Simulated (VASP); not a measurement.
Input of a VASP 6.6.1 run:

File INCAR:

```
SYSTEM = YN
PREC = Accurate ; ENCUT = 600
EDIFF = 1E-6 ; ISMEAR = 0
SIGMA = 0.01 ; LREAL = .False.
LASPH = .True. ; NELM = 120
ALGO = Normal ; ISIF = 2
LWAVE = .False. ; LCHARG = .False.
GGA = PS ; NBANDS = 15
GGA_COMPAT = .False.
```

File KPOINTS:

```
Automatic mesh
0
Gamma
  10 10 10
  0 0 0
```

Contents of POSCAR:

```
YN
1.0
    0.0000000000      2.4215606562      2.4647604999
    2.4215606562      0.0000000000      2.4647604999
    2.4215606562      2.4215606562      0.0000000000
Y N
1 1
Direct
    0.0000000000      0.0000000000      0.0000000000
    0.5000000000      0.5000000000      0.5000000000
```

Potentials or basis: VASP PAW PBE potentials, release 64 (Y_sv, N).

Command:

```console
$ cat potpaw_PBE.64/Y_sv/POTCAR potpaw_PBE.64/N/POTCAR > POTCAR
$ mpirun -np 1 vasp_std > vasp.out
```

(1) What does it give for the pressure?

(2) What does it give for the band gap on the k mesh?

## Answers

(1) -1.7 GPa.

(2) 0.05 eV, indirect (least direct gap 0.43 eV).

Caveat: the cell differs from its parent crystal (strained cell); the PAW data sets were made with another functional, which shifts forces and pressure a little.
